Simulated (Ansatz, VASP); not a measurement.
Two plane-wave programs on Ba2TeS

```
S Ba Te
1.0
     4.79268    0.00000    0.00000
     0.00000    4.79268    0.00000
     0.00000    0.00000    6.78397
S Ba Te
1 2 1
Direct
  0.00000 0.00000 0.00000
  0.00000 0.00000 0.50000
  0.50000 0.50000 0.00000
  0.50000 0.50000 0.50000
```

Alike in both runs: task single point; functional HSE06; k mesh 2 × 2 × 2; no spin polarisation.

```csv
,VASP,Ansatz
version,VASP 6.6.1,Ansatz 0.2.0
potentials or method,"VASP PAW PBE potentials, release 64 (S, Ba_sv, Te)","plane waves, PAW"
plane-wave cutoff (eV),520,420
occupations,"gaussian, width 0.01 eV",fixed
valence electrons in the cell,32,42
```

```csv
,VASP,Ansatz,Ansatz less VASP
gap on the k mesh at the Fermi level (eV),2.49,2.55,+0.055
pressure (GPa),0.8,0.5,-0.30
```

VASP's potentials hold 32 valence electrons a cell and Ansatz's 42, so a difference there can come from the potentials and not from the codes. Ansatz's warnings: stress exchange threshold loose, stress scf threshold loose.

The k mesh is coarse, so the values compare programs but aren't converged. Neither program's run includes spin-orbit coupling.
